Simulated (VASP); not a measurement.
Input of a VASP 6.6.1 run:

INCAR

```
SYSTEM = Sb
PREC = Accurate
ENCUT = 500
EDIFF = 1E-6
ISMEAR = 0
SIGMA = 0.1
LREAL = .FALSE.
LASPH = .TRUE.
NELM = 120
ALGO = Normal
ISIF = 2
LWAVE = .FALSE.
LCHARG = .FALSE.
GGA = PE
NBANDS = 38
GGA_COMPAT = .FALSE.
```

File KPOINTS:

```
Automatic mesh
0
G
  6 6 4
  0 0 0
```

The input POSCAR:

```
Sb
1.0
    4.2862291346      0.0000000000      0.0000000000
   -2.1431145673      3.7119833170      0.0000000000
    0.0000000000      0.0000000000      9.4363125016
Sb
4
Direct
    0.0000000000      0.0000000000      0.7906211458
    0.0000000000      0.0000000000      0.2093788542
    0.3333333333      0.6666666667      0.6262165183
    0.6666666667      0.3333333333      0.3737834817
```

Potentials or basis: VASP PAW PBE potentials, release 64 (Sb_d_GW).

Command:

```sh
$ cat potpaw_PBE.64/Sb_d_GW/POTCAR > POTCAR
$ mpirun -np 1 vasp_std > vasp.out
```

(1) What does it give for the pressure?

Answers

(1) 0.0 GPa.
